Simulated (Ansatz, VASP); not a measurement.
Li2P in VASP and in Ansatz

```xyz
6
Lattice="2.4196 -3.7347 0.0000 2.4196 3.7347 0.0000 -1.5844 0.0000 4.5666" Properties=species:S:1:pos:R:3 pbc="T T T"
Li   -0.0359    1.1925    3.4531
Li    3.2907    1.1925    1.1135
Li   -0.0359   -1.1925    3.4531
Li    3.2907   -1.1925    1.1135
P     2.3160    0.0000    3.2513
P     0.9387    0.0000    1.3152
```

Change from the starting cell: the structure that the rattled marcasite type (Pnnm, No. 58) fell into.

Alike in both runs: task relaxation of cell and atoms; functional PBE; k mesh 10 × 10 × 8; occupations gaussian, width 0.1 eV; no spin polarisation.

```csv
,VASP,Ansatz
version,VASP 6.6.1,Ansatz 0.2.0
potentials or method,"VASP PAW PBE potentials, release 64 (Li_sv, P), cutoff 600 eV","scalar-relativistic, plane waves, PAW"
valence electrons in the cell,22,22
```

Ansatz gave:

```
gap on the k mesh at the Fermi level, each at its own relaxed structure (eV) : none
relaxed volume (Å³/atom)                                                     : 13.75
relaxed length of the cell vector where the two differ most in proportion (Å)              : 4.831
```

Which values does VASP return?

gap on the k mesh at the Fermi level, each at its own relaxed structure (eV): none; relaxed volume (Å³/atom): 13.70; relaxed length of the cell vector where the two differ most in proportion (Å): 4.824.

A gap of «none» marks a metal or a gap that the smearing closes.

Noted on VASP's run: the cutoff is under 1.25 times that of the potentials, so the pressure is a little rough.
